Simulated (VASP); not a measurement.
**BP: single point with HSE06**

BP:

```xyz
2
Lattice="0.0000 2.2683 2.2683 2.2683 0.0000 2.2683 2.2683 2.2683 0.0000" Properties=species:S:1:pos:R:3 pbc="T T T"
B     0.0000    0.0000    0.0000
P     1.1342    1.1342    1.1342
```

```yaml
Program: VASP 6.6.1
Task: single point
Functional: HSE06
Potentials_or_basis: VASP PAW PBE potentials, release 64 (B, P)
Cutoff: 520 eV
k_mesh: 2 × 2 × 2
Occupations: gaussian, width 0.01 eV
Spin: no spin polarisation
Dipole_correction: no
Grid_for_exact_exchange_PRECFOCK: Normal
Further_INCAR_settings: ALGO = Normal; EDIFF = 1e-06; NBANDS = 11
Screening_parameter: 0.2079 1/Å
```

The pressure is 12.9 GPa. The band gap on the k mesh is 2.41 eV, indirect (least direct gap 4.72 eV).

Levels at points of the mesh, in eV from the valence-band top:
```csv
k point,band 2,band 3,band 4,band 5,band 6,band 7
"(0.00, 0.00, 0.00)",0.00,0.00,0.00,4.72,4.72,4.72
"(0.50, 0.00, 0.00)",-9.70,-1.87,-1.87,5.18,6.02,6.02
"(0.50, 0.50, 0.00)",-9.26,-4.40,-4.40,2.41,2.78,14.11
```

It used 11 s of CPU time on 1 thread of AMD EPYC 7R13 Processor (Zen 3) (shared host).

Caveat: the k points lie up to 1.20 Å⁻¹ apart; the PAW data sets were made with another functional, which shifts forces and pressure a little. A k mesh can miss the band edges.
